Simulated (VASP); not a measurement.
# W (P6_3/mmc) in VASP: further runs

The runs below take W through single point, relaxation of cell and atoms, with PBE.

Everything below comes from runs of VASP 6.6.1. Logs are shortened: lines on timing, memory, paths and dates and some standing lists are left out, and cuts for length are marked.

## 1. The cell of the first run

It takes space group P6_3/mmc (No. 194, hexagonal). The conventional cell has a = 2.913 Å, b = 2.913 Å, c = 4.729 Å, α = 90.00°, β = 90.00°, γ = 120.00°. Within 3.8 Å of W (site symmetry -6m2) lie 12 W at 2.90 to 2.91 Å.

## 2. Single point, PBE

Contents of INCAR:

```
SYSTEM = W
ALGO = Fast ; EDIFF = 1E-6
ENCUT = 520 ; GGA = PE
ISIF = 2 ; ISMEAR = 0
LASPH = .True. ; LCHARG = .False.
LREAL = .False. ; LWAVE = .False.
NBANDS = 21 ; NELM = 80
PREC = Accurate ; SIGMA = 0.1
```

Contents of KPOINTS:

```
k-points
0
Gamma
  9 9 4
  0 0 0
```

Contents of POSCAR:

```
W
1.0
    2.9134635405      0.0000000000      0.0000000000
   -1.4567317703      2.5231334391      0.0000000000
    0.0000000000      0.0000000000      4.7287056219
W
2
Direct
    0.3333333333      0.6666666667      0.2500000000
    0.6666666667      0.3333333333      0.7500000000
```

Potentials or basis: VASP PAW PBE potentials, release 64 (W_sv).

The run is started by

```console
> cat potpaw_PBE.64/W_sv/POTCAR > POTCAR
> mpirun -np 1 vasp_std > vasp.out
```

OUTCAR:

```text
SYSTEM = W
   EDIFF = 1E-6
   ENCUT = 520
   GGA = PE
   ISIF = 2
   ISMEAR = 0
   LASPH = .True.
   LREAL = .False.
   NELM = 80
   PREC = Accurate

 ion  position               nearest neighbor table
   1  0.333  0.667  0.250-   2 2.90   2 2.90   2 2.90   2 2.90   2 2.90   2 2.90
   2  0.667  0.333  0.750-   1 2.90   1 2.90   1 2.90   1 2.90   1 2.90   1 2.90

  LATTYP: Found a hexagonal cell.
 ALAT       =     2.9134635405
 C/A-ratio  =     1.6230529595

  Lattice vectors:

 A1 = (   2.9134635405,   0.0000000000,   0.0000000000)
 A2 = (  -1.4567317703,   2.5231334391,   0.0000000000)
 A3 = (   0.0000000000,   0.0000000000,   4.7287056219)

Analysis of symmetry for initial positions (statically):
=====================================================================
 Subroutine PRICEL returns:
 Original cell was already a primitive cell.

 Routine SETGRP: Setting up the symmetry group for a
 hexagonal supercell.

 Subroutine GETGRP returns: Found 24 space group operations
 (whereof 12 operations were pure point group operations)
 out of a pool of 24 trial point group operations.

The static configuration has the point symmetry D_3d.
 The point group associated with its full space group is D_6h.

Analysis of symmetry for dynamics (positions and initial velocities):
=====================================================================
 Subroutine PRICEL returns:
 Original cell was already a primitive cell.

 Routine SETGRP: Setting up the symmetry group for a
 hexagonal supercell.

 Subroutine GETGRP returns: Found 24 space group operations
 (whereof 12 operations were pure point group operations)
 out of a pool of 24 trial point group operations.

The dynamic configuration has the point symmetry D_3d.
 The point group associated with its full space group is D_6h.

 Subroutine INISYM returns: Found 24 space group operations
 (whereof 12 operations are pure point group operations),
 and found     1 'primitive' translations

----------------------------------------------------------------------------------------

                                     Primitive cell

  volume of cell :      34.7610

  direct lattice vectors                    reciprocal lattice vectors
[... 76 lines left out ...]
   NGXF,Y,Z  is equivalent  to a cutoff of  27.39, 27.39, 25.31 a.u.
 SYSTEM =  W
   PREC   = accura    normal or accurate (medium, high low for compatibility)
   ISTART =      0    job   : 0-new  1-cont  2-samecut
   ICHARG =      2    charge: 1-file 2-atom 10-const
   ISPIN  =      1    spin polarized calculation?
   LNONCOLLINEAR =      F non collinear calculations
   LSORBIT =      F    spin-orbit coupling
   LASPH  =      T    aspherical Exc in radial PAW
   ENCUT  =  520.0 eV  38.22 Ry    6.18 a.u.   5.42  5.42  8.79*2*pi/ulx,y,z
   NELM   =     80;   NELMIN=  2; NELMDL= -5     # of ELM steps
   EDIFF  = 0.1E-05   stopping-criterion for ELM
   LREAL  =      F    real-space projection
   EDIFFG = 0.1E-04   stopping-criterion for IOM
   NSW    =      0    number of steps for IOM
   IBRION =     -1    ionic relax: 0-MD 1-quasi-New 2-CG
   NFREE  =      0    steps in history (QN), initial steepest desc. (CG)
   ISIF   =      2    stress and relaxation
   ISYM   =      2    0-nonsym 1-usesym 2-fastsym
   POTIM  = 0.5000    time-step for ionic-motion
   TEBEG  =    0.0;   TEEND  =   0.0 temperature during run
   PSTRESS=    0.0 pullay stress
   NELECT =      28.0000    total number of electrons
   NUPDOWN=      -1.0000    fix difference up-down
   EMIN   =  10.00;   EMAX   =-10.00  energy-range for DOS
   EFERMI =   0.00;   METHOD = LEGACY
   ISMEAR =     0;   SIGMA  =   0.10  broadening in eV -4-tet -1-fermi 0-gaus
   EFERMI_NEDOS =   21; number of points for ismear=-14 and -15
   IALGO  =     68    algorithm
   IMIX   =      4    mixing-type and parameters
     AMIX     =   0.40;   BMIX     =  1.00
     AMIX_MAG =   1.60;   BMIX_MAG =  1.00
  volume/ion in A,a.u.               =      17.38       117.29
  Fermi-wavevector in a.u.,A,eV,Ry     =   1.523223  2.878474 31.568349  2.320208
  Thomas-Fermi vector in A             =   2.631695
   LORBIT       =      0    0 simple, 1 ext, 2 COOP (PROOUT), +10 PAW based schemes
   GGA     = PE    functional components
   LHFCALC =     F    Hartree Fock is set to
   AEXX    =    0.0000 exact exchange contribution
   IVDW    =     0    specifies the selected vdW correction
   LEPSILON=     F    determine dielectric tensor
   LRPA    =     F    only Hartree local field effects (RPA)
 non-spin polarized calculation
 RMM-DIIS sequential band-by-band and
 Gauss-broadening in eV      SIGMA  =   0.10
  energy-cutoff  :      520.00
  volume of cell :       34.76
 maximum number of plane-waves:       966
 NGX is ok and might be reduce to    24
   NGX = 11   NGY = 11   NGZ = 17

 number of electron      27.9999999 magnetization

 Free energy of the ion-electron system (eV)
  ---------------------------------------------------
  ext. energy  EPLUGINS =         0.00000000
  ---------------------------------------------------
  free energy    TOTEN  =       -24.69204150 eV

  energy without entropy =      -24.67738253  energy(sigma->0) =      -24.68471201

 E-fermi :   9.7135     XC(G=0): -13.1154

 val. band max:        9.6844003183   @ k =   0.1111   0.0000   0.0000
 cond. band min:       9.7147306493   @ k =   0.4444  -0.0000   0.2500
 fundamental gap:      0.0303303309
 Fermi energy:         9.7134844459

 k-point     1 :       0.0000    0.0000    0.0000
  band No.  band energies     occupation
      1     -64.0419      2.00000
      2     -63.9580      2.00000
      3     -28.6763      2.00000
      4     -27.8849      2.00000
      5     -27.8849      2.00000
      6     -27.7524      2.00000
[... 565 lines left out ...]
     20      16.5686      0.00000
     21      19.3889      0.00000

 [... further k-points ...]
[... 5 lines left out ...]
  --------------------------------------------------------------------------------------
  -------------------------------------------------------------------------------------
  Total       -4.1783580     -4.1783580     -0.4654128      0.0000000      0.0000000     -0.0000000
  in kB     -192.5857461   -192.5857461    -21.4514574      0.0000000      0.0000000     -0.0000000
  external PRESSURE =    -135.5409832 kB  Pullay stress =       0.0000000 kB

 VOLUME and BASIS-vectors are now :
 -----------------------------------------------------------------------------
  energy-cutoff  :      520.00
  volume of cell :       34.76
      direct lattice vectors                 reciprocal lattice vectors
     2.913463541  0.000000000  0.000000000     0.343234088  0.198166293  0.000000000
    -1.456731770  2.523133439  0.000000000     0.000000000  0.396332586  0.000000000
     0.000000000  0.000000000  4.728705622     0.000000000  0.000000000  0.211474361

 POSITION                                       TOTAL-FORCE (eV/Angst)
 -----------------------------------------------------------------------------------
     -0.00000      1.68209      1.18218        -0.000000      0.000000      0.000000
      1.45673      0.84104      3.54653         0.000000      0.000000      0.000000
 -----------------------------------------------------------------------------------
    total drift:                               -0.000000      0.000000     -0.000000

  FREE ENERGIE OF THE ION-ELECTRON SYSTEM (eV)
  ---------------------------------------------------
  free  energy   TOTEN  =       -24.6920414967 eV

  energy  without entropy=      -24.6773825299  energy(sigma->0) =      -24.68471201
```

Wall time 20 s (1 thread of AMD EPYC 7R13 (Zen 3), shared host); peak memory 0.13 GiB.

Results:

```yaml
Free_energy: -24.6920 eV
Pressure: -13.6 GPa
Band_gap_on_the_k_mesh: zero (band 14 reaches 10.59 eV, above the bottom of band 15 at 9.19 eV)
```

Caveat: spin-orbit coupling is left out, which moves the levels of the heavy elements.

## 3. Relaxation of cell and atoms, PBE

Contents of INCAR:

```
SYSTEM = W
ALGO = Normal
EDIFF = 1E-6
EDIFFG = -0.04
ENCUT = 600
GGA = PE
IBRION = 2
ISIF = 3
ISMEAR = 0
LASPH = .TRUE.
LCHARG = .FALSE.
LREAL = .FALSE.
LWAVE = .FALSE.
NELM = 100
NSW = 90
PREC = Accurate
SIGMA = 0.1
```

Contents of KPOINTS:

```
k-points
0
G
  6 6 4
  0 0 0
```

POSCAR is that of step 2.

Potentials or basis: VASP PAW PBE potentials, release 64 (W_sv).

The run is started by

```console
> cat potpaw_PBE.64/W_sv/POTCAR > POTCAR
> mpirun -np 1 vasp_std > vasp.out
```

OUTCAR:

```text
SYSTEM = W
   EDIFF = 1E-6
   EDIFFG = -0.04
   ENCUT = 600
   GGA = PE
   IBRION = 2
   ISIF = 3
   ISMEAR = 0
   LASPH = .TRUE.
   LREAL = .FALSE.
   NELM = 100
   NSW = 90
   PREC = Accurate

 ion  position               nearest neighbor table
   1  0.333  0.667  0.250-   2 2.90   2 2.90   2 2.90   2 2.90   2 2.90   2 2.90
   2  0.667  0.333  0.750-   1 2.90   1 2.90   1 2.90   1 2.90   1 2.90   1 2.90

  LATTYP: Found a hexagonal cell.
 ALAT       =     2.9134635405
 C/A-ratio  =     1.6230529595

  Lattice vectors:

 A1 = (   2.9134635405,   0.0000000000,   0.0000000000)
 A2 = (  -1.4567317703,   2.5231334391,   0.0000000000)
 A3 = (   0.0000000000,   0.0000000000,   4.7287056219)

Analysis of symmetry for initial positions (statically):
=====================================================================
 Subroutine PRICEL returns:
 Original cell was already a primitive cell.

 Routine SETGRP: Setting up the symmetry group for a
 hexagonal supercell.

 Subroutine GETGRP returns: Found 24 space group operations
 (whereof 12 operations were pure point group operations)
 out of a pool of 24 trial point group operations.

The static configuration has the point symmetry D_3d.
 The point group associated with its full space group is D_6h.

Analysis of symmetry for dynamics (positions and initial velocities):
=====================================================================
 Subroutine PRICEL returns:
 Original cell was already a primitive cell.

 Routine SETGRP: Setting up the symmetry group for a
 hexagonal supercell.

 Subroutine GETGRP returns: Found 24 space group operations
 (whereof 12 operations were pure point group operations)
 out of a pool of 24 trial point group operations.

The dynamic configuration has the point symmetry D_3d.
 The point group associated with its full space group is D_6h.

 Subroutine INISYM returns: Found 24 space group operations
 (whereof 12 operations are pure point group operations),
 and found     1 'primitive' translations

----------------------------------------------------------------------------------------
[... 130 lines left out ...]

 number of electron      28.0000001 magnetization

 Free energy of the ion-electron system (eV)
  ---------------------------------------------------
  ext. energy  EPLUGINS =         0.00000000
  ---------------------------------------------------
  free energy    TOTEN  =       -24.67955667 eV

  energy without entropy =      -24.65536454  energy(sigma->0) =      -24.66746061

------------------------ aborting loop because EDIFF is reached ----------------------------------------

  FORCE on cell =-STRESS in cart. coord.  units (eV):
  Direction    XX          YY          ZZ          XY          YZ          ZX
  --------------------------------------------------------------------------------------
  -------------------------------------------------------------------------------------
  Total       -3.8020760     -3.8020760     -1.0234833      0.0000000      0.0000000      0.0000000
  in kB     -175.2424402   -175.2424402    -47.1736239      0.0000000      0.0000000      0.0000000
  external PRESSURE =    -132.5528348 kB  Pullay stress =       0.0000000 kB
[... 89 lines left out ...]
  FREE ENERGIE OF THE ION-ELECTRON SYSTEM (eV)
  ---------------------------------------------------
  free  energy   TOTEN  =       -24.7913329715 eV

  energy  without entropy=      -24.7711306981  energy(sigma->0) =      -24.78123183

 E-fermi :   9.4408     XC(G=0): -13.0129

 val. band max:        9.3586905506   @ k =   0.3333   0.0000   0.2500
 cond. band min:       9.5391543992   @ k =   0.0000   0.0000   0.2500
 fundamental gap:      0.1804638486
 Fermi energy:         9.4407950017

 k-point     1 :       0.0000    0.0000    0.0000
  band No.  band energies     occupation
      1     -64.3754      2.00000
      2     -64.3342      2.00000
      3     -28.9149      2.00000
      4     -28.2913      2.00000
      5     -28.0054      2.00000
      6     -28.0054      2.00000
[... 418 lines left out ...]
      5     -28.6757      2.00000
      6     -28.6757      2.00000
[... 10 lines left out ...]
     17      13.4509      0.00000
     18      13.4509      0.00000

[... ionic steps 4 to 8 ...]

--------------------------------------- Ionic step        9  -------------------------------------------

 number of electron      27.9999999 magnetization

------------------------ aborting loop because EDIFF is reached ----------------------------------------
[... 67 lines left out ...]
--------------------------------------- Ionic step       11  -------------------------------------------

 number of electron      28.0000001 magnetization

 Free energy of the ion-electron system (eV)
  ---------------------------------------------------
  ext. energy  EPLUGINS =         0.00000000
  ---------------------------------------------------
  free energy    TOTEN  =       -24.92167340 eV

  energy without entropy =      -24.91291305  energy(sigma->0) =      -24.91729322

 E-fermi :  10.2895     XC(G=0): -13.3604

 val. band max:       10.2800458303   @ k =   0.5000  -0.0000   0.0000
 cond. band min:      10.3289821412   @ k =   0.0000   0.0000   0.2500
 fundamental gap:      0.0489363110
 Fermi energy:        10.2895008654

 k-point     1 :       0.0000    0.0000    0.0000
  band No.  band energies     occupation
      1     -63.4311      2.00000
      2     -63.3656      2.00000
      3     -28.1017      2.00000
      4     -27.2400      2.00000
      5     -27.0562      2.00000
      6     -27.0562      2.00000
[... 459 lines left out ...]
  FREE ENERGIE OF THE ION-ELECTRON SYSTEM (eV)
  ---------------------------------------------------
  free  energy   TOTEN  =       -24.9216733960 eV

  energy  without entropy=      -24.9129130477  energy(sigma->0) =      -24.91729322

 reached required accuracy - stopping structural energy minimisation
```

CONTCAR:

```text
W
   1.00000000000000
     2.7791979922447090    0.0000000000026716   -0.0000000000000000
    -1.3895989961677369    2.4068560634527594    0.0000000000000000
    -0.0000000000000000   -0.0000000000000000    4.9707519112494367
  W
     2
Direct
     0.3333333332999970    0.6666666667000030    0.2500000000000000
     0.6666666667000030    0.3333333332999970    0.7500000000000000

  0.00000000E+00  0.00000000E+00  0.00000000E+00
  0.00000000E+00  0.00000000E+00  0.00000000E+00
```

Wall time 98 s (1 thread of AMD EPYC 7R13 (Zen 3), shared host); peak memory 0.14 GiB.

Results:

```yaml
Free_energy: -24.9217 eV
Relaxed_volume: 16.63 Å³/atom
Relaxed_cell: a = 2.779 Å, b = 2.779 Å, c = 4.971 Å, α = 90.00°, β = 90.00°, γ = 120.00°
Space_group_after_relaxing_to_0.05_Å: P6_3/mmc (No. 194)
Energy_gained_by_relaxing: 121.1 meV/atom
Ionic_steps: 11
Pressure_after_relaxing: 0.0 GPa
Band_gap_on_the_k_mesh: zero (band 14 reaches 11.63 eV, above the bottom of band 15 at 10.02 eV)
```

Step by step:
| step | energy change (eV) | largest force (eV/Å) | pressure (GPa) | volume (Å³) |
| --- | --- | --- | --- | --- |
| 1 | 0.0000 | 0.0000 | -13.26 | 34.76 |
| 2 | 0.7417 | 0.0000 | 67.73 | 27.97 |
| 3 | -0.1118 | 0.0000 | 1.98 | 32.83 |
| 4 | -0.1126 | 0.0000 | 3.25 | 32.69 |
| 5 | -0.2132 | 0.0000 | 9.02 | 32.31 |
| 6 | -0.2215 | 0.0000 | 7.72 | 32.38 |
| 7 | -0.1159 | 0.0000 | -14.40 | 35.37 |
| 8 | -0.2412 | 0.0000 | 0.47 | 33.22 |
| 9 | -0.2412 | 0.0000 | 0.67 | 33.19 |
| 10 | -0.2413 | 0.0000 | -0.65 | 33.30 |
| 11 | -0.2421 | 0.0000 | -0.03 | 33.25 |

Final structure:
```cif
data_structure
_symmetry_space_group_name_H-M 'P 1'
_symmetry_Int_Tables_number 1
_cell_length_a 2.7792
_cell_length_b 2.7792
_cell_length_c 4.9708
_cell_angle_alpha 90.000
_cell_angle_beta 90.000
_cell_angle_gamma 120.000
_cell_volume 33.25
loop_
_atom_site_label
_atom_site_type_symbol
_atom_site_fract_x
_atom_site_fract_y
_atom_site_fract_z
_atom_site_occupancy
W1 W 0.33333 0.66667 0.25000 1
W2 W 0.66667 0.33333 0.75000 1
```

Caveat: the k points lie up to 0.44 Å⁻¹ apart in the final cell; spin-orbit coupling is left out, which moves the levels of the heavy elements.

## 4. Relaxation of cell and atoms, PBE

This run uses another cell than the first one, of 16.60 Å³/atom, 0.955 times its volume.

Contents of INCAR:

```
SYSTEM = W
PREC     = Accurate       ! precision mode
ENCUT    = 600            ! plane-wave cutoff, eV
EDIFF    = 1E-7           ! SCF threshold, eV
ISMEAR   = 0              ! smearing method
SIGMA    = 0.1            ! smearing width, eV
LREAL    = .False.        ! projectors in reciprocal space
LASPH    = .True.         ! aspherical terms in the spheres
NELM     = 60             ! most SCF steps
ALGO     = Normal         ! electronic algorithm
ISIF     = 3              ! what is computed and relaxed
LWAVE    = .False.        ! write WAVECAR
LCHARG   = .False.        ! write CHGCAR
GGA      = PE             ! functional
IBRION   = 2              ! ionic algorithm
NSW      = 90             ! ionic steps
EDIFFG   = -0.04          ! ionic threshold
```

Contents of KPOINTS:

```
Automatic mesh
0
Gamma
  9 9 4
  0 0 0
```

Contents of POSCAR:

```
W
1.0
    2.7775190306      0.0000000000      0.0000000000
   -1.3887595153      2.4054020400      0.0000000000
    0.0000000000      0.0000000000      4.9680110596
W
2
Direct
    0.3333333333      0.6666666667      0.2500000000
    0.6666666667      0.3333333333      0.7500000000
```

The run is started by

```console
> cat potpaw_PBE.64/W_sv/POTCAR > POTCAR
> mpirun -np 1 vasp_std > vasp.out
```

Run time: 50 s. Hardware: 1 thread of AMD EPYC 7R13 (Zen 3), shared host; peak memory 0.15 GiB.

The run converged. Its results:

| Item | Value |
| --- | --- |
| Free energy | -24.9142 eV |
| Relaxed volume | 16.60 Å³/atom |
| Relaxed cell | a = 2.782 Å, b = 2.782 Å, c = 4.953 Å, α = 90.00°, β = 90.00°, γ = 120.00° |
| Space group after relaxing (to 0.05 Å) | P6_3/mmc (No. 194) |
| Energy gained by relaxing | 0.3 meV/atom |
| Ionic steps | 3 |
| Pressure after relaxing | -0.2 GPa |
| Band gap on the k mesh | zero (band 14 reaches 11.47 eV, above the bottom of band 15 at 10.04 eV) |

The path:
```tsv
step	energy change (eV)	largest force (eV/Å)	pressure (GPa)	volume (Å³)
1	0.0000	0.0000	0.03	33.19
2	-0.0001	0.0000	-0.46	33.20
3	-0.0005	0.0000	-0.24	33.20
```

Final structure:
```yaml
crystal:
  lattice:
    - [2.78200, 0.00000, 0.00000]
    - [-1.39100, 2.40928, 0.00000]
    - [0.00000, 0.00000, 4.95305]
  atoms:
    - { symbol: W, position: [0.33333, 0.66667, 0.25000] }
    - { symbol: W, position: [0.66667, 0.33333, 0.75000] }
```

Levels at points of the mesh, in eV from the Fermi level:
```csv
k point,band 11,band 12,band 13,band 14,band 15,band 16,band 17,band 18
"(0.00, 0.00, 0.00)",-1.59,-0.36,-0.36,-0.24,0.20,0.20,2.05,2.05
"(0.00, 0.00, 0.50)",-2.04,-2.04,-0.32,-0.32,-0.32,-0.32,3.53,3.53
```

Caveat: spin-orbit coupling is left out, which moves the levels of the heavy elements.

## 5. The runs side by side

```csv
task,cell,k mesh,cutoff (eV),gap on the mesh (eV),pressure (GPa),relaxed volume (Å³/atom)
single point,"a = 2.913, b = 2.913, c = 4.729 Å, angles 90.0, 90.0, 120.0°, 2 atoms",9 × 9 × 4,520,none,-13.6,-
relaxation of cell and atoms,"relaxed from a = 2.913, b = 2.913, c = 4.729 Å, angles 90.0, 90.0, 120.0°, 2 atoms",6 × 6 × 4,600,none,0.0,16.63
relaxation of cell and atoms,"relaxed from a = 2.778, b = 2.778, c = 4.968 Å, angles 90.0, 90.0, 120.0°, 2 atoms",9 × 9 × 4,600,none,-0.2,16.60
```

Alike in all rows: level PBE; potentials or basis VASP PAW PBE potentials, release 64 (W_sv); no spin polarisation; smearing gaussian 0.1 eV.

Caveats: some runs use coarse meshes; spin-orbit coupling is left out, which moves the levels of the heavy elements.

Total energies depend on the potentials used, so only differences within one code and one set of settings carry meaning.
